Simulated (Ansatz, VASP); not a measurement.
**One calculation of Co, two programs**

```
CELL_PARAMETERS angstrom
2.50540 0.00000 0.00000
-1.25270 2.16974 0.00000
0.00000 0.00000 4.04841
ATOMIC_POSITIONS crystal
Co 0.33333 0.66667 0.25000
Co 0.66667 0.33333 0.75000
```

Change from the starting cell: z stretched by -1 %, ions relaxed.

Alike in both runs: functional PBE; k mesh 21 × 21 × 11; occupations fermi-dirac, width 0.05 eV; collinear spin.

Ansatz relaxed the structure, and its values are those at the end. VASP's run is a single point on that final structure, the one shown.

```csv
,VASP,Ansatz
version,VASP 6.6.1,Ansatz 0.2.0
potentials or method,"VASP PAW PBE potentials, release 64 (Co)","plane-wave PAW, scalar-relativistic"
plane-wave cutoff (eV),520,420
valence electrons in the cell,18,34
```

```csv
,VASP,Ansatz,Ansatz less VASP
pressure (GPa),-3.5,-2.7,+0.77
net moment per atom (μB),1.61,1.62,+0.013
size of the moment on the site where the two differ most (μB),1.63,1.70,+0.067
```

Site moments also hang on the region over which each program counts them. VASP's potentials hold 18 valence electrons a cell and Ansatz's 34, so a difference there can come from the potentials and not from the codes. Ansatz's warnings: stress scf threshold loose.
